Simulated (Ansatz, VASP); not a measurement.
# C in VASP and in Ansatz

```
C
1.0
     0.00000    2.12700    3.31452
     1.22800    0.00000    3.31452
     1.22800    2.12700    0.00000
C
2
Cartesian
  1.2280 0.7090 3.3145
  1.2280 3.5450 3.3145
```

Change from the starting cell: zz strain of -1 %.

Alike in both runs: task single point; functional PBEsol; k mesh 18 × 18 × 18; occupations fermi-dirac, width 0.05 eV; no spin polarisation.

|  | VASP | Ansatz |
| --- | --- | --- |
| version | VASP 6.6.1 | Ansatz 0.2.0 |
| potentials or method | VASP PAW PBE potentials, release 64 (C), cutoff 520 eV | all-electron LAPW, scalar-relativistic |

```tsv
	VASP	Ansatz	Ansatz less VASP
pressure (GPa)	2.2	1.5	-0.74
traceless stress, the component that is largest in VASP (GPa)	0.37	-0.04	-0.410
```

VASP's potentials were made for PBE, not for PBEsol. Ansatz ran all-electron here, and VASP with PAW potentials.
